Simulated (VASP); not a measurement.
Runs of VASP 6.6.1 on SnTe. The structure is that of space group P6_3/mmc (No. 194), or close to it. The cells are those of the table. 

```csv
level,cell,gap on the mesh (eV),pressure (GPa)
r2SCAN,"a = 5.333, b = 5.333, c = 6.359 Å, angles 90.0, 90.0, 120.0°, 4 atoms",0.39,1.1
PBE,"a = 5.526, b = 5.526, c = 6.599 Å, angles 90.0, 90.0, 120.0°, 4 atoms",0.59,-1.6
r2SCAN,"a = 5.388, b = 5.388, c = 6.424 Å, angles 90.0, 90.0, 120.0°, 4 atoms",0.51,0.0
r2SCAN,"a = 5.441, b = 5.441, c = 6.488 Å, angles 90.0, 90.0, 120.0°, 4 atoms",(c),-0.9
PBE,"a = 5.473, b = 5.473, c = 6.536 Å, angles 90.0, 90.0, 120.0°, 4 atoms",0.54,(a)
PBE,"a = 5.419, b = 5.419, c = 6.472 Å, angles 90.0, 90.0, 120.0°, 4 atoms",0.48,0.0
PBE,"a = 5.309, b = 5.309, c = 6.340 Å, angles 90.0, 90.0, 120.0°, 4 atoms",0.34,2.2
PBE,"a = 5.365, b = 5.365, c = 6.407 Å, angles 90.0, 90.0, 120.0°, 4 atoms",0.41,(d)
r2SCAN,"a = 5.494, b = 5.494, c = 6.550 Å, angles 90.0, 90.0, 120.0°, 4 atoms",0.67,-1.7
PBE,"a = 5.388, b = 5.388, c = 6.424 Å, angles 90.0, 90.0, 120.0°, 4 atoms",0.44,(b)
r2SCAN,"a = 5.278, b = 5.278, c = 6.293 Å, angles 90.0, 90.0, 120.0°, 4 atoms",0.25,2.3
```

Alike in all rows: task single point; potentials or basis VASP PAW PBE potentials, release 64 (Sn_d, Te); no spin polarisation; k mesh 6 × 6 × 4; cutoff (eV) 520; smearing gaussian 0.01 eV.

Question: Estimate the missing entries.

Answer: (a) -0.8; (b) 0.6; (c) 0.60; (d) 1.0.

Caveats: spin-orbit coupling is left out, which moves the levels of the heavy elements; the PAW data sets were made with another functional, which shifts forces and pressure a little (at least some runs).

A k mesh can miss the band edges, and the runs leave out spin-orbit coupling on Sn, Te.
